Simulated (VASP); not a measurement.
# FeO (Wuestite) in VASP: settings compared, part 3 of 3

VASP 6.6.1. The steps go on from the part before.

## 6. Single point, PBEsol, collinear spin, ferromagnetic start

File INCAR:

```
PREC = Accurate
ENCUT = 600
EDIFF = 1E-6
ISMEAR = -1
SIGMA = 0.05
LREAL = F
LASPH = T
NELM = 200
ALGO = Normal
ISIF = 2
LWAVE = F
LCHARG = F
ISPIN = 2
MAGMOM = 3 0
LORBIT = 11
LMAXMIX = 4
GGA = PS
NBANDS = 22
GGA_COMPAT = F
```

File KPOINTS:

```
Automatic mesh
0
Gamma
  9 9 9
```

File POSCAR:

```
FeO
1.0
    0.0000000000      2.1554000000      2.1554000000
    2.1554000000      0.0000000000      2.1554000000
    2.1554000000      2.1554000000      0.0000000000
Fe O
1 1
Direct
    0.0000000000      0.0000000000      0.0000000000
    0.5000000000      0.5000000000      0.5000000000
```

Potentials or basis: VASP PAW PBE potentials, release 64 (Fe_sv, O).

Started as:

```
$ cat potpaw_PBE.64/Fe_sv/POTCAR potpaw_PBE.64/O/POTCAR > POTCAR
$ mpirun -np 1 vasp_std > vasp.out
```

OUTCAR:

```text
PREC = Accurate
   ENCUT = 600
   EDIFF = 1E-6
   ISMEAR = -1
   LREAL = F
   LASPH = T
   NELM = 200
   ISIF = 2
   ISPIN = 2
   LORBIT = 11
   GGA = PS

 ion  position               nearest neighbor table
   1  0.000  0.000  0.000-   2 2.16   2 2.16   2 2.16   2 2.16   2 2.16   2 2.16
   2  0.500  0.500  0.500-   1 2.16   1 2.16   1 2.16   1 2.16   1 2.16   1 2.16

  LATTYP: Found a face centered cubic cell.
 ALAT       =     4.3108000000

  Lattice vectors:

 A1 = (   0.0000000000,   2.1554000000,   2.1554000000)
 A2 = (   2.1554000000,   0.0000000000,   2.1554000000)
 A3 = (   2.1554000000,   2.1554000000,   0.0000000000)

Analysis of symmetry for initial positions (statically):
=====================================================================
 Subroutine PRICEL returns:
 Original cell was already a primitive cell.

 Routine SETGRP: Setting up the symmetry group for a
 face centered cubic supercell.

 Subroutine GETGRP returns: Found 48 space group operations
 (whereof 48 operations were pure point group operations)
 out of a pool of 48 trial point group operations.

The static configuration has the point symmetry O_h .

Analysis of symmetry for dynamics (positions and initial velocities):
=====================================================================
 Subroutine PRICEL returns:
 Original cell was already a primitive cell.

 Routine SETGRP: Setting up the symmetry group for a
 face centered cubic supercell.

 Subroutine GETGRP returns: Found 48 space group operations
 (whereof 48 operations were pure point group operations)
 out of a pool of 48 trial point group operations.

The dynamic configuration has the point symmetry O_h .

Analysis of structural, dynamic, and magnetic symmetry:
=====================================================================
 Subroutine PRICEL returns:
 Original cell was already a primitive cell.

 Routine SETGRP: Setting up the symmetry group for a
 face centered cubic supercell.

 Subroutine GETGRP returns: Found 48 space group operations
 (whereof 48 operations were pure point group operations)
 out of a pool of 48 trial point group operations.

The overall configuration has the point symmetry O_h .

 Subroutine INISYM returns: Found 48 space group operations
 (whereof 48 operations are pure point group operations),
 and found     1 'primitive' translations

----------------------------------------------------------------------------------------

                                     Primitive cell

  volume of cell :      20.0269

  direct lattice vectors                    reciprocal lattice vectors
     0.000000000  2.155400000  2.155400000    -0.231975503  0.231975503  0.231975503
     2.155400000  0.000000000  2.155400000     0.231975503 -0.231975503  0.231975503
     2.155400000  2.155400000  0.000000000     0.231975503  0.231975503 -0.231975503

  length of vectors
     3.048195912  3.048195912  3.048195912     0.401793358  0.401793358  0.401793358

[... 61 lines left out ...]
 [... further k-points ...]
   k-points           NKPTS =     35   k-points in BZ     NKDIM =     35   number of bands    NBANDS=     22
   number of dos      NEDOS =    301   number of ions     NIONS =      2
   total plane-waves  NPLWV =  13824
   dimension x,y,z NGX =    24 NGY =   24 NGZ =   24
   dimension x,y,z NGXF=    48 NGYF=   48 NGZF=   48
   ions per type =               1   1
   NGX,Y,Z   is equivalent  to a cutoff of  13.09, 13.09, 13.09 a.u.
   NGXF,Y,Z  is equivalent  to a cutoff of  26.18, 26.18, 26.18 a.u.
 SYSTEM =  unknown system
   PREC   = accura    normal or accurate (medium, high low for compatibility)
   ISTART =      0    job   : 0-new  1-cont  2-samecut
   ICHARG =      2    charge: 1-file 2-atom 10-const
   ISPIN  =      2    spin polarized calculation?
   LNONCOLLINEAR =      F non collinear calculations
   LSORBIT =      F    spin-orbit coupling
   LASPH  =      T    aspherical Exc in radial PAW
   ENCUT  =  600.0 eV  44.10 Ry    6.64 a.u.   6.09  6.09  6.09*2*pi/ulx,y,z
   NELM   =    200;   NELMIN=  2; NELMDL= -5     # of ELM steps
   EDIFF  = 0.1E-05   stopping-criterion for ELM
   LREAL  =      F    real-space projection
   EDIFFG = 0.1E-04   stopping-criterion for IOM
   NSW    =      0    number of steps for IOM
   IBRION =     -1    ionic relax: 0-MD 1-quasi-New 2-CG
   NFREE  =      0    steps in history (QN), initial steepest desc. (CG)
   ISIF   =      2    stress and relaxation
   ISYM   =      2    0-nonsym 1-usesym 2-fastsym
   POTIM  = 0.5000    time-step for ionic-motion
   TEBEG  =    0.0;   TEEND  =   0.0 temperature during run
   PSTRESS=    0.0 pullay stress
   NELECT =      22.0000    total number of electrons
   NUPDOWN=      -1.0000    fix difference up-down
   EMIN   =  10.00;   EMAX   =-10.00  energy-range for DOS
   EFERMI =   0.00;   METHOD = LEGACY
   ISMEAR =    -1;   SIGMA  =   0.05  broadening in eV -4-tet -1-fermi 0-gaus
   EFERMI_NEDOS =   21; number of points for ismear=-14 and -15
   IALGO  =     38    algorithm
   IMIX   =      4    mixing-type and parameters
     AMIX     =   0.40;   BMIX     =  1.00
     AMIX_MAG =   1.60;   BMIX_MAG =  1.00
  volume/ion in A,a.u.               =      10.01        67.57
  Fermi-wavevector in a.u.,A,eV,Ry     =   1.689187  3.192101 38.822242  2.853354
  Thomas-Fermi vector in A             =   2.771359
   LORBIT       =     11    0 simple, 1 ext, 2 COOP (PROOUT), +10 PAW based schemes
   GGA     = PS    functional components
   LHFCALC =     F    Hartree Fock is set to
   AEXX    =    0.0000 exact exchange contribution
   IVDW    =     0    specifies the selected vdW correction
   LEPSILON=     F    determine dielectric tensor
   LRPA    =     F    only Hartree local field effects (RPA)
 spin polarized calculation
  energy-cutoff  :      600.00
  volume of cell :       20.03
 maximum number of plane-waves:       680
   NGX = 13   NGY = 13   NGZ = 13

 number of electron      22.0000013 magnetization       4.0019327

 Free energy of the ion-electron system (eV)
  ---------------------------------------------------
  ext. energy  EPLUGINS =         0.00000000
  ---------------------------------------------------
  free energy    TOTEN  =       -15.94876497 eV

  energy without entropy =      -15.93844061  energy(sigma->0) =      -15.94360279

 E-fermi :   9.6439     XC(G=0): -12.7816

 val. band max:        9.6298548340   @ k =   0.2222   0.1111   0.0000
 cond. band min:       9.7747116042   @ k =   0.3333   0.0000   0.0000
 fundamental gap:      0.1448567702
 Fermi energy:         9.6438935968

 spin component 1

 k-point     1 :       0.0000    0.0000    0.0000
  band No.  band energies     occupation
      1     -79.9420      1.00000
      2     -46.0922      1.00000
      3     -46.0922      1.00000
      4     -46.0922      1.00000
      5     -11.0794      1.00000
      6       5.7614      1.00000
[... 589 lines left out ...]
     21      39.2392      0.00000
     22      39.2392      0.00000

 [... further k-points ...]

 spin component 2

 k-point     1 :       0.0000    0.0000    0.0000
  band No.  band energies     occupation
      1     -75.8284      1.00000
      2     -42.0679      1.00000
      3     -42.0679      1.00000
      4     -42.0679      1.00000
      5     -10.5261      1.00000
      6       6.3475      1.00000
[... 589 lines left out ...]
     21      39.4840      0.00000
     22      39.4840      0.00000

 [... further k-points ...]
[... 5 lines left out ...]
  --------------------------------------------------------------------------------------
  -------------------------------------------------------------------------------------
  Total       -1.3441818     -1.3441818     -1.3441818     -0.0000000      0.0000000      0.0000000
  in kB     -107.5362708   -107.5362708   -107.5362708     -0.0000000      0.0000000      0.0000000
  external PRESSURE =    -107.5362708 kB  Pullay stress =       0.0000000 kB

 VOLUME and BASIS-vectors are now :
 -----------------------------------------------------------------------------
  energy-cutoff  :      600.00
  volume of cell :       20.03
      direct lattice vectors                 reciprocal lattice vectors
     0.000000000  2.155400000  2.155400000    -0.231975503  0.231975503  0.231975503
     2.155400000  0.000000000  2.155400000     0.231975503 -0.231975503  0.231975503
     2.155400000  2.155400000  0.000000000     0.231975503  0.231975503 -0.231975503

 POSITION                                       TOTAL-FORCE (eV/Angst)
 -----------------------------------------------------------------------------------
      0.00000      0.00000      0.00000        -0.000000      0.000000      0.000000
      2.15540      2.15540      2.15540         0.000000      0.000000      0.000000
 -----------------------------------------------------------------------------------
    total drift:                                0.000000     -0.000000     -0.000000

  FREE ENERGIE OF THE ION-ELECTRON SYSTEM (eV)
  ---------------------------------------------------
  free  energy   TOTEN  =       -15.9487649703 eV

  energy  without entropy=      -15.9384406097  energy(sigma->0) =      -15.94360279

 total charge

# of ion       s       p       d       tot
------------------------------------------
    1        2.104   5.996   5.505  13.605
    2        1.547   3.417   0.000   4.964
--------------------------------------------------
tot          3.651   9.413   5.505  18.569

 magnetization (x)

# of ion       s       p       d       tot
------------------------------------------
    1        0.015   0.010   3.442   3.467
    2        0.030   0.269   0.000   0.299
--------------------------------------------------
tot          0.046   0.279   3.442   3.766
```

Wall time 18 s (1 thread of Intel Xeon Platinum 8488C (Sapphire Rapids), shared host); peak memory 0.16 GiB.

Results:

- Free energy: -15.9488 eV
- Pressure: -10.8 GPa
- Band gap on the k mesh: zero (filled and empty bands overlap)
- Net moment: 4.00 μB per cell
- Site moments: Fe +3.47; O +0.30 μB
- Valence electrons inside the program's atomic spheres: Fe 13.61; O 4.96

Caveat: the PAW data sets were made with another functional, which shifts forces and pressure a little; a cell with one magnetic atom can't hold antiferromagnetic order, which such compounds often take; semilocal functionals often make such compounds metallic where correlation or magnetic order opens a gap, which also shifts bond lengths. With open d or f shells a metallic result of PBEsol can be an artefact of self-interaction; +U or a hybrid may open a gap.

## 7. Overview

| level | potentials or basis | cell | k mesh | cutoff (eV) | smearing | second run | gap on the mesh (eV) | pressure (GPa) | moment (μB) |
| --- | --- | --- | --- | --- | --- | --- | --- | --- | --- |
| PBE | VASP PAW PBE potentials, release 64 (Fe_sv, O) | a = 3.048 Å, angles 60.0°, 2 atoms | 11 × 11 × 11 | 600 | fermi-dirac 0.05 eV | valence_matched | none | -2.6 | 4.00 |
| PBEsol | VASP PAW PBE potentials, release 64 (Fe, O) | a = 3.048 Å, angles 60.0°, 2 atoms | 11 × 11 × 11 | 520 | fermi-dirac 0.05 eV | - | none | -7.8 | 4.00 |
| PBE | VASP PAW PBE potentials, release 64 (Fe_sv, O) | a = 3.048 Å, angles 60.0°, 2 atoms | 11 × 11 × 11 | 600 | gaussian 0.021 eV | valence_matched | none | -2.6 | 4.00 |
| PBEsol | VASP PAW PBE potentials, release 64 (Fe_sv, O) | a = 3.063, b = 3.063, c = 3.079 Å, angles 59.8, 59.8, 60.3°, 2 atoms | 9 × 9 × 9 | 600 | fermi-dirac 0.05 eV | valence_matched | none | -13.9 | 4.00 |
| PBEsol | VASP PAW PBE potentials, release 64 (Fe_sv, O) | a = 3.048 Å, angles 60.0°, 2 atoms | 9 × 9 × 9 | 600 | fermi-dirac 0.05 eV | valence_matched | none | -10.8 | 4.00 |

Some of these runs hold the atoms at other places in the same cell, which the table doesn't show; runs alike in all that it shows share one row.

Alike in all rows: task single point; spin collinear, ferromagnetic start.

Caveats: a cell with one magnetic atom can't hold antiferromagnetic order, which such compounds often take; semilocal functionals often make such compounds metallic where correlation or magnetic order opens a gap, which also shifts bond lengths; the PAW data sets were made with another functional, which shifts forces and pressure a little (some runs).

Total energies depend on the potentials used, so only differences within one code and one set of settings carry meaning.

## 8. Comparison with measurements

Step 2. A measured gap of FeO is 2.4 eV (optical; quoted in “W\"ustite: Electric, thermodynamic and optical properties of FeO”, 2012, arxiv:1203.1201); the calculated 0.00 eV misses it by -2.40 eV. So large a miss can be the level of theory's own, or it may mean another phase, state or a wrong row. The value is that of PBE on a finite k mesh, which can miss the band edges, without temperature or zero-point motion. Semilocal functionals fall short of measured gaps as a rule. The run's magnetic order (collinear spin, ferromagnetic start) needn't be the measured crystal's.

Step 4. A measured gap of FeO is 2.4 eV (optical; quoted in “W\"ustite: Electric, thermodynamic and optical properties of FeO”, 2012, arxiv:1203.1201); the calculated 0.00 eV misses it by -2.40 eV. So large a miss can be the level of theory's own, or it may mean another phase, state or a wrong row. The value is that of PBE on a finite k mesh, which can miss the band edges, without temperature or zero-point motion. Semilocal functionals fall short of measured gaps as a rule. The run's magnetic order (collinear spin, ferromagnetic start) needn't be the measured crystal's.
